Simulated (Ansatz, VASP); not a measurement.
# BiTe in VASP and in Ansatz

```xyz
2
Lattice="0.0000 3.2533 3.2533 3.2533 0.0000 3.2533 3.2533 3.2533 0.0000" Properties=species:S:1:pos:R:3 pbc="T T T"
Bi    0.0000    0.0000    0.0000
Te    3.2533    3.2533    3.2533
```

Alike in both runs: task single point; functional PBE; k mesh 10 × 10 × 10; occupations fermi-dirac, width 0.05 eV; non-collinear spin, spin-orbit coupling.

```csv
,VASP,Ansatz
version,VASP 6.6.1,Ansatz 0.2.0
potentials or method,"VASP PAW PBE potentials, release 64 (Bi_d, Te), cutoff 520 eV",all-electron LAPW
```

```tsv
	VASP	Ansatz	Ansatz less VASP
pressure (GPa)	1.1	1.3	+0.19
net moment per atom (μB)	0.00	0.00	0.000
```

Ansatz ran all-electron here, and VASP with PAW potentials.
